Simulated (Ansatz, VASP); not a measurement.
## Two plane-wave programs on Os

```xyz
1
Lattice="0.0000 1.9158 1.9158 1.9158 0.0000 1.9158 1.9158 1.9158 0.0000" Properties=species:S:1:pos:R:3 pbc="T T T"
Os    0.0000    0.0000    0.0000
```

Change from the starting cell: strain -0.015 along x and y, -0.015 along z, atoms carried along.

Alike in both runs: task single point; functional r2SCAN; k mesh 20 × 20 × 20; occupations gaussian, width 0.15 eV; no spin polarisation.

|  | VASP | Ansatz |
| --- | --- | --- |
| version | VASP 6.6.1 | Ansatz 0.2.0 |
| potentials or method | VASP PAW PBE potentials, release 64 (Os), cutoff 520 eV | scalar-relativistic, plane waves, PAW |
| valence electrons in the cell | 8 | 16 |

Ansatz gave:

* gap on the k mesh at the Fermi level (eV): none
* pressure (GPa): 0.2

Task: Estimate VASP's values.

Result: gap on the k mesh at the Fermi level (eV): none; pressure (GPa): 1.3.

VASP's potentials were made for PBE, not for r2SCAN. A gap of «none» marks a metal or a gap that the smearing closes. VASP's potentials hold 8 valence electrons a cell and Ansatz's 16, so a difference there can come from the potentials and not from the codes.

Neither program's run includes spin-orbit coupling.
